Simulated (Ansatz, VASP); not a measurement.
## MoSe: VASP beside Ansatz

```xyz
2
Lattice="0.0000 2.8393 2.8393 2.8393 0.0000 2.8393 2.8393 2.8393 0.0000" Properties=species:S:1:pos:R:3 pbc="T T T"
Mo    0.0000    0.0000    0.0000
Se    1.4196    1.4196    1.4196
```

Alike in both runs: functional PBE; k mesh 12 × 12 × 12; occupations gaussian, width 0.1 eV; collinear spin.

Ansatz relaxed the structure, and its values are those at the end. VASP's run is a single point on that final structure, the one shown.

|  | VASP | Ansatz |
| --- | --- | --- |
| version | VASP 6.6.1 | Ansatz 0.2.0 |
| potentials or method | VASP PAW PBE potentials, release 64 (Mo_sv, Se), cutoff 520 eV | scalar-relativistic, plane waves, PAW |
| valence electrons in the cell | 20 | 30 |

```csv
,VASP,Ansatz,Ansatz less VASP
gap on the k mesh at the Fermi level (eV),none,none,-
pressure (GPa),0.2,0.0,-0.17
net moment per atom (μB),0.58,0.58,+0.001
size of the moment on the site where the two differ most (μB),1.03,0.82,-0.211
```

Site moments also hang on the region over which each program counts them. A gap of «none» marks a metal or a gap that the smearing closes. With one functional, cell and mesh, what is left measures potentials, basis and numerics. VASP's potentials hold 20 valence electrons a cell and Ansatz's 30, so a difference there can come from the potentials and not from the codes.
